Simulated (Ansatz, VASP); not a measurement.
# Al2O3, level by level in two programs

```
Al O
1.0
     4.61378    0.00000    0.00000
     0.00000    9.56328    0.00000
     0.00000    0.00000    3.11986
Al O
4 6
Direct
  0.98298 0.82457 0.00000
  0.01702 0.17543 0.00000
  0.48297 0.67543 0.50000
  0.51702 0.32457 0.50000
  0.50000 0.50000 0.50000
  0.12363 0.75305 0.50000
  0.37637 0.25305 0.00000
  0.62364 0.74695 0.00000
  0.00000 0.00000 0.00000
  0.87636 0.24695 0.50000
```

Single points on this cell with VASP 6.6.1 and Ansatz 0.2.0. Each row is one pair of runs. Alike in all rows: spin: off; VASP's potentials, cutoff: VASP PAW PBE potentials, release 64 (Al, O), 520 eV; Ansatz's potentials, cutoff: Ansatz PAW, 420 eV.

| level | k mesh | smearing | gap on the k mesh at the Fermi level (eV), VASP | gap on the k mesh at the Fermi level (eV), Ansatz | least direct gap on the mesh (eV), VASP | least direct gap on the mesh (eV), Ansatz | pressure (GPa), VASP | pressure (GPa), Ansatz |
| --- | --- | --- | --- | --- | --- | --- | --- | --- |
| PBE | 6 × 3 × 9 | gaussian, width 0.011 eV | 3.51 | 3.52 | 3.51 | 3.52 | -0.1 | 0.0 |
| PBE | 6 × 3 × 9 | gaussian, width 0.012 eV | 3.51 | ? | 3.51 | ? | -0.1 | ? |
| PBE | 8 × 4 × 12 | fermi-dirac, width 0.05 eV | 3.51 | 3.52 | 3.51 | 3.52 | -0.1 | 0.0 |
| PBE | 6 × 3 × 9 | gaussian, width 0.013 eV | 3.51 | 3.52 | 3.51 | 3.52 | -0.1 | 0.0 |

Fill in what Ansatz gave in row 2.

gap on the k mesh at the Fermi level (eV): 3.52; least direct gap on the mesh (eV): 3.52; pressure (GPa): 0.0.

Noted on Ansatz's runs: odd divisions of the mesh miss points on the zone boundary, where band edges often lie, so the gap on the mesh can be too wide.
